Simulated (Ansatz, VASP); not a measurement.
**Ca in VASP and in Ansatz**

```
Ca
1.0
     0.00921    2.86691    2.85850
     2.73614    0.06882    2.79889
     2.77323    2.84439    0.03173
Ca
1
Direct
  0.00133 0.00222 0.00481
```

Change from the starting cell: cell strained at random at fixed volume.

Alike in both runs: functional BLYP; k mesh 8 × 8 × 8; occupations methfessel-paxton of order 1, width 0.2 eV; no spin polarisation.

|  | VASP | Ansatz |
| --- | --- | --- |
| version | VASP 6.6.1 | Ansatz 0.2.0 |
| potentials or method | VASP PAW PBE potentials, release 64 (Ca_sv), cutoff 520 eV | all-electron LAPW, scalar-relativistic |
| task | single point | band structure |

Ansatz gave:

```
gap on the k mesh at the Fermi level (eV)                     : none
pressure (GPa)                                                : -0.4
traceless stress, the component that is largest in VASP (GPa) : -0.41
```

Task: Which values does VASP return?

Result: gap on the k mesh at the Fermi level (eV): none; pressure (GPa): -0.4; traceless stress, the component that is largest in VASP (GPa): -0.42.

VASP's potentials were made for PBE, not for BLYP. A gap of «none» marks a metal or a gap that the smearing closes. Ansatz ran all-electron here, and VASP with PAW potentials.
